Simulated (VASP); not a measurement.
Pt: single point with r2SCAN

Pt:

```xyz
2
Lattice="2.9677 0.0000 0.0000 -1.4839 2.5701 0.0000 0.0000 0.0000 4.7921" Properties=species:S:1:pos:R:3 pbc="T T T"
Pt    1.4839    0.8567    3.5941
Pt    0.0000    1.7134    1.1980
```

This cell differs from its parent crystal: strain +0.0750 x Voigt [1, 1, 0, 0, 0, 0].

| Quantity | Value |
| --- | --- |
| Program | VASP 6.6.1 |
| Task | single point |
| Functional | r2SCAN |
| Potentials or basis | VASP PAW PBE potentials, release 64 (Pt) |
| Cutoff | 520 eV |
| k mesh | 18 × 18 × 10 |
| Occupations | gaussian, width 0.15 eV |
| Spin | no spin polarisation |

| Item | Value |
| --- | --- |
| Pressure | -28.0 GPa |
| Band gap on the k mesh | zero (bands 10 and 11 overlap by 0.95 eV) |

Stress tensor (GPa, compression positive):
```
-29.77   0.00   0.00
  0.00 -29.77   0.00
  0.00   0.00 -24.42
```

Levels at points of the mesh, in eV from the Fermi level:
```
           k point  band 6  band 7  band 8  band 9  band 10  band 11  band 12  band 13  band 14  band 15
(0.00, 0.00, 0.00)   -2.36   -2.36   -1.89   -1.89    -0.24    -0.24     0.59     4.91    15.79    17.68
(0.50, 0.00, 0.00)   -2.15   -2.12   -0.05    0.12     0.19     2.01     3.10     7.43     9.03     9.05
(0.00, 0.00, 0.50)   -2.84   -2.84   -2.84   -0.73    -0.73    -0.73    -0.73    13.06    13.06    16.03
(0.50, 0.00, 0.50)   -1.67   -0.55   -0.55    0.10     0.10     1.94     1.94     5.54     5.54    14.81
```

Wall time 3.6 min on 1 thread of Intel(R) Xeon(R) Platinum 8488C (Sapphire Rapids), with other jobs on the host, peak memory 0.24 GiB.

Caveat: the cell differs from its parent crystal (strain +0.0750 x Voigt [1, 1, 0, 0, 0, 0]); the cell stands under tension; the PAW data sets were made with another functional, which shifts forces and pressure a little; spin-orbit coupling is left out, which moves the levels of the heavy elements.
